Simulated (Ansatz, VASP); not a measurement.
ZrB2: VASP beside Ansatz

The input INCAR:

```
SYSTEM = ZrB2
ALGO = Normal
EDIFF = 1E-8
ENCUT = 520
GGA = PE
ISIF = 2
ISMEAR = -1
LASPH = .TRUE.
LCHARG = .FALSE.
LEFG = .TRUE.
LREAL = .FALSE.
LWAVE = .FALSE.
NBANDS = 16
NELM = 60
PREC = Accurate
SIGMA = 0.05
```

Contents of KPOINTS:

```
k-points
0
G
  12 12 9
  0 0 0
```

POSCAR

```
ZrB2
1.0
    3.1859607001      0.0000000000      0.0000000000
   -1.5929803501      2.7591229018      0.0000000000
    0.0000000000      0.0000000000      3.5433119376
Zr B
1 2
Direct
    0.0000000000      0.0000000000      0.0000000000
    0.3333333333      0.6666666667      0.5000000000
    0.6666666667      0.3333333333      0.5000000000
```

Input for Ansatz:

```yaml
crystal:
  lattice:
    - [3.1859607001, 0.0, 0.0]
    - [-1.5929803501, 2.7591229018, 0.0]
    - [0.0, 0.0, 3.5433119376]
  atoms:
    - { symbol: Zr, position: [0.0, 0.0, 0.0] }
    - { symbol: B, position: [0.3333333333, 0.6666666667, 0.5] }
    - { symbol: B, position: [0.6666666667, 0.3333333333, 0.5] }
kpoints:
  mp_grid: { grid: [12, 12, 9] }
scf:
  occupations: { method: fermi_dirac, width: 0.05 }
hamiltonian:
  xc: pbe
  pseudopotentials: { kind: all_electron, datasets: crystal }
output:
  forces: true
  stress: true
  eigenvalues: true
  efg: { contact_densities: true }
```

Change from the starting cell: volume scaled by 1.02, crystal datasets.

Alike in both runs: task electric field gradients; functional PBE; k mesh 12 × 12 × 9; occupations fermi-dirac, width 0.05 eV; no spin polarisation.

```csv
,VASP,Ansatz
version,VASP 6.6.1,Ansatz 0.2.0
potentials or method,"VASP PAW PBE potentials, release 64 (Zr_sv, B), cutoff 520 eV","all-electron PAW with datasets made for the crystal, scalar-relativistic"
```

|  | VASP | Ansatz | Ansatz less VASP |
| --- | --- | --- | --- |
| pressure (GPa) | -2.2 | -2.3 | -0.10 |
| traceless stress, the component that is largest in VASP (GPa) | 1.26 | 1.26 | +0.001 |
| size of Vzz on the site where it differs most (V/Å²) | 40.8 | 44.2 | +3.36 |

Ansatz ran all-electron here, and VASP with PAW potentials.
